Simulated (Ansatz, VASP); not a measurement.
## One calculation of MgSnN, two programs

```
CELL_PARAMETERS angstrom
3.94155 0.00000 0.00000
0.00000 3.94155 0.00000
0.00000 0.00000 7.34112
ATOMIC_POSITIONS crystal
Mg 0.50000 0.50000 0.00000
Mg 0.50000 0.50000 0.50000
Sn 0.00000 0.00000 0.75000
Sn 0.00000 0.00000 0.25000
N 0.50000 0.00000 0.50000
N 0.00000 0.50000 0.00000
```

Change from the starting cell: species swapped into the CaNiN type (P4_2/mmc, No. 131).

Alike in both runs: functional PBE; k mesh 10 × 10 × 6; occupations gaussian, width 0.1 eV; no spin polarisation.

Ansatz relaxed the structure, and its values are those at the end. VASP's run is a single point on that final structure, the one shown.

|  | VASP | Ansatz |
| --- | --- | --- |
| version | VASP 6.6.1 | Ansatz 0.2.0 |
| potentials or method | VASP PAW PBE potentials, release 64 (Mg, Sn_d, N), cutoff 520 eV | scalar-relativistic, plane waves, PAW |
| valence electrons in the cell | 42 | 58 |

VASP gave:

```
gap on the k mesh at the Fermi level (eV) : none
pressure (GPa)                            : -0.1
```

Question: Estimate Ansatz's values.

Answer: gap on the k mesh at the Fermi level (eV): none; pressure (GPa): 0.0.

A gap of «none» marks a metal or a gap that the smearing closes. VASP's potentials hold 42 valence electrons a cell and Ansatz's 58, so a difference there can come from the potentials and not from the codes.
